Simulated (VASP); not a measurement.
Runs of VASP 6.6.1 on Co. The structure is that of space group P6_3/mmc (No. 194), or close to it. The cells are those of the table. 

```tsv
potentials or basis	spin	cell	k mesh	cutoff (eV)	smearing	gap on the mesh (eV)	pressure (GPa)	moment (μB)
VASP PAW PBE potentials, release 64 (Co)	collinear, ferromagnetic start	a = 2.352, b = 2.352, c = 7.623 Å, angles 90.0, 90.0, 120.0°, 4 atoms	16 × 16 × 5	520	fermi-dirac 0.05 eV	none	41.4	(a)
VASP PAW PBE potentials, release 64 (Co_sv)	off	a = 2.414, b = 2.414, c = 7.859 Å, angles 90.0, 90.0, 120.0°, 4 atoms	14 × 14 × 4	600	fermi-dirac 0.1 eV	none	-3.8	-
VASP PAW PBE potentials, release 64 (Co)	collinear, ferromagnetic start	a = 2.455, b = 2.455, c = 7.955 Å, angles 90.0, 90.0, 120.0°, 4 atoms	14 × 14 × 4	520	fermi-dirac 0.05 eV	none	-0.9	6.27
VASP PAW PBE potentials, release 64 (Co)	collinear, ferromagnetic start	a = 2.388, b = 2.388, c = 7.737 Å, angles 90.0, 90.0, 120.0°, 4 atoms	16 × 16 × 5	520	fermi-dirac 0.05 eV	none	24.1	6.12
VASP PAW PBE potentials, release 64 (Co)	collinear, ferromagnetic start	a = 2.519, b = 2.519, c = 8.162 Å, angles 90.0, 90.0, 120.0°, 4 atoms	16 × 16 × 5	520	fermi-dirac 0.05 eV	none	-15.9	(b)
VASP PAW PBE potentials, release 64 (Co)	collinear, ferromagnetic start	a = 2.549, b = 2.549, c = 8.261 Å, angles 90.0, 90.0, 120.0°, 4 atoms	16 × 16 × 5	520	fermi-dirac 0.05 eV	none	-21.1	6.70
```

Alike in all rows: task single point; level PBEsol.

Q: Fill in the values left out.

A: (a) 5.98; (b) 6.55.

Caveats: the PAW data sets were made with another functional, which shifts forces and pressure a little; the cell stands under tension (at least some runs); the cell stands under pressure (at least some runs).

A gap of «none» marks levels without a gap at the run's occupations.

The runs don't all hold the same shells in valence.
